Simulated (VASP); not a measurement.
A run of VASP 6.6.1:

INCAR

```
SYSTEM = FeO
PREC     = Accurate       ! precision mode
ENCUT    = 700            ! plane-wave cutoff, eV
EDIFF    = 1E-6           ! SCF threshold, eV
ISMEAR   = -1             ! smearing method
SIGMA    = 0.05           ! smearing width, eV
LREAL    = .FALSE.        ! projectors in reciprocal space
LASPH    = .TRUE.         ! aspherical terms in the spheres
NELM     = 200            ! most SCF steps
ALGO     = Normal         ! electronic algorithm
ISIF     = 2              ! what is computed and relaxed
LWAVE    = .FALSE.        ! write WAVECAR
LCHARG   = .TRUE.         ! write CHGCAR
ISPIN    = 2              ! spin polarisation
MAGMOM   = 3 3 0 0        ! initial moments
LORBIT   = 11             ! projections on sites
LMAXMIX  = 4              ! l up to which the mixer works
GGA      = PE             ! functional
LELF     = .TRUE.         ! ELF
LVHAR    = .TRUE.       
NBANDS   = 34             ! bands
GGA_COMPAT= .FALSE.
```

The input KPOINTS:

```
Automatic mesh
0
G
  9 9 5
  0 0 0
```

The input POSCAR:

```
FeO
1.0
    3.0254491580      0.0000000000      0.0000000000
    0.0000000000      3.0254491580      0.0000000000
    0.0000000000      0.0000000000      5.4275378416
Fe O
2 2
Direct
    0.5000000000      0.0000000000      0.5000000000
    0.0000000000      0.5000000000      0.0000000000
    0.5000000000      0.5000000000      0.2500000000
    0.5000000000      0.5000000000      0.7500000000
```

Potentials or basis: VASP PAW PBE potentials, release 64 (Fe_sv, O).

The run is started by

```console
$ cat potpaw_PBE.64/Fe_sv/POTCAR potpaw_PBE.64/O/POTCAR > POTCAR
$ mpirun -np 1 vasp_std > vasp.out
```

Hardware: 1 thread of Intel(R) Xeon(R) Platinum 8259CL CPU @ 2.50GHz (Skylake/Cascade Lake) (shared host).

Question: How long does it take, and how much memory?

Answer: Wall time 4 min on 1 thread of Intel(R) Xeon(R) Platinum 8259CL CPU @ 2.50GHz (Skylake/Cascade Lake), with other jobs on the host, peak memory 0.33 GiB. Counts: scf iterations 19, k points 45.
